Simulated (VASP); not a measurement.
A run of VASP 6.6.1 is set up as follows.

The input INCAR:

```
SYSTEM = W
  ALGO = Fast
  EDIFF = 1E-6
  ENCUT = 520
  GGA = PS
  ISIF = 2
  ISMEAR = 0
  LASPH = .TRUE.
  LCHARG = .FALSE.
  LREAL = .FALSE.
  LWAVE = .FALSE.
  NBANDS = 13
  NELM = 80
  PREC = Accurate
  SIGMA = 0.15
```

KPOINTS

```
k-points
0
G
  24 24 24
  0 0 0
```

POSCAR

```
W
1.0
   -1.5153286575      1.5983603647      1.5983603647
    1.5983603647     -1.5153286575      1.5983603647
    1.5983603647      1.5983603647     -1.5153286575
W
1
Direct
    0.0000000000      0.0000000000      0.0000000000
```

Potentials or basis: VASP PAW PBE potentials, release 64 (W_sv).

Command:

```bash
$ cat potpaw_PBE.64/W_sv/POTCAR > POTCAR
$ mpirun -np 1 vasp_std > vasp.out
```

**Question.** Estimate the pressure.

**Answer.** -9.7 GPa.

**Question.** What does it give for the band gap on the k mesh?

**Answer.** Zero (band 7 reaches 14.63 eV, above the bottom of band 8 at 10.04 eV).

Stress tensor (GPa, compression positive):
```
-9.69 -5.89 -5.89
-5.89 -9.69 -5.89
-5.89 -5.89 -9.69
```

Caveat: the PAW data sets were made with another functional, which shifts forces and pressure a little; spin-orbit coupling is left out, which moves the levels of the heavy elements.
